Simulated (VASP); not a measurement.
Input of a VASP 6.6.1 run:

File INCAR:

```
ALGO     = Normal         # electronic algorithm
EDIFF    = 1E-6           # SCF threshold, eV
ENCUT    = 520            # plane-wave cutoff, eV
ISIF     = 2              # what is computed and relaxed
ISMEAR   = -1             # smearing method
LASPH    = True           # aspherical terms in the spheres
LCHARG   = True           # write CHGCAR
LELF     = True           # ELF
LREAL    = False          # projectors in reciprocal space
LVHAR    = True         
LWAVE    = False          # write WAVECAR
NBANDS   = 12             # bands
NELM     = 80             # most SCF steps
PREC     = Accurate       # precision mode
SIGMA    = 0.02           # smearing width, eV
```

KPOINTS

```
k-points
0
Gamma
  10 10 10
```

POSCAR

```
Ti
1.0
    0.0000000000      2.0300000000      2.0300000000
    2.0300000000      0.0000000000      2.0300000000
    2.0300000000      2.0300000000      0.0000000000
Ti
1
Direct
    0.0000000000      0.0000000000      0.0000000000
```

Potentials or basis: VASP PAW LDA potentials, release 64 (Ti_sv).

The run is started by

```bash
$ cat potpaw_LDA.64/Ti_sv/POTCAR > POTCAR
$ mpirun -np 1 vasp_std > vasp.out
```

**Question.** Predict the pressure.

**Answer.** -5.2 GPa.

**Question.** What does it give for the band gap on the k mesh?

**Answer.** Zero (band 6 reaches 9.26 eV, above the bottom of band 7 at 8.12 eV).
